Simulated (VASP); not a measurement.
# TiAl: relaxation of cell and atoms with r2SCAN

TiAl:

```
CELL_PARAMETERS angstrom
2.74275 0.00000 0.00000
0.00000 2.74275 0.00000
0.00000 0.00000 3.96794
ATOMIC_POSITIONS crystal
Ti 0.50000 0.50000 0.50000
Al 0.00000 0.00000 0.00000
```

| Item | Value |
| --- | --- |
| Program | VASP 6.6.1 |
| Task | relaxation of cell and atoms |
| Functional | r2SCAN |
| Potentials or basis | VASP PAW PBE potentials, release 64 (Ti_sv, Al) |
| Cutoff | 600 eV |
| k mesh | 14 × 14 × 10 |
| Occupations | gaussian, width 0.1 eV |
| Spin | no spin polarisation |
| Target pressure | 10 GPa |
| Dipole correction | no |
| Further INCAR settings | ALGO = Normal; EDIFF = 1e-06; IBRION = 2; EDIFFG = -0.008; NSW = 70; ISIF = 3 |

The relaxed volume is 14.96 Å³/atom, the relaxed cell is a = 2.745 Å, b = 2.745 Å, c = 3.971 Å, α = 90.00°, β = 90.00°, γ = 90.00° and the space group after relaxing (to 0.1 Å) is P4/mmm (No. 123). The energy change on relaxing (the run minimises the enthalpy) is -2.2 meV/atom, the ionic steps are 3 and the pressure after relaxing is 9.9 GPa. The band gap on the k mesh is zero (an odd number of electrons rules out a gap without spin polarisation).

The path:
```tsv
step	energy change (eV)	largest force (eV/Å)	pressure (GPa)	volume (Å³)
1	0.0000	0.0000	10.37	29.85
2	-0.0092	0.0000	9.63	30.00
3	-0.0044	0.0000	9.94	29.92
```

Final structure:
```yaml
crystal:
  lattice:
    - [2.74495, 0.00000, 0.00000]
    - [0.00000, 2.74495, 0.00000]
    - [0.00000, 0.00000, 3.97079]
  atoms:
    - { symbol: Ti, position: [0.50000, 0.50000, 0.50000] }
    - { symbol: Al, position: [0.00000, 0.00000, 0.00000] }
```

Levels at points of the mesh, in eV from the Fermi level:
```tsv
k point	band 4	band 5	band 6	band 7	band 8	band 9	band 10	band 11
(0.00, 0.00, 0.00)	-33.62	-9.97	-2.15	-1.08	-0.44	2.58	2.58	4.04
(0.50, 0.00, 0.00)	-33.56	-5.12	-4.85	-1.97	-0.29	2.21	3.01	5.02
(0.50, 0.50, 0.00)	-34.01	-3.52	-0.52	-0.52	-0.52	-0.27	-0.27	4.82
(0.00, 0.00, 0.50)	-33.62	-8.33	-5.82	-0.88	0.81	2.18	2.18	4.06
(0.50, 0.00, 0.50)	-33.56	-5.36	-3.41	-1.33	-1.30	1.69	2.26	2.74
(0.50, 0.50, 0.50)	-34.02	-2.87	-2.59	-2.59	2.61	2.62	2.69	4.63
```

It took 10 min on 1 thread of Intel Xeon 8259CL, on a shared host, peak memory 0.24 GiB.

Caveat: the cell is relaxed towards a set pressure, so the run minimises the enthalpy, not the energy; the PAW data sets were made with another functional, which shifts forces and pressure a little.
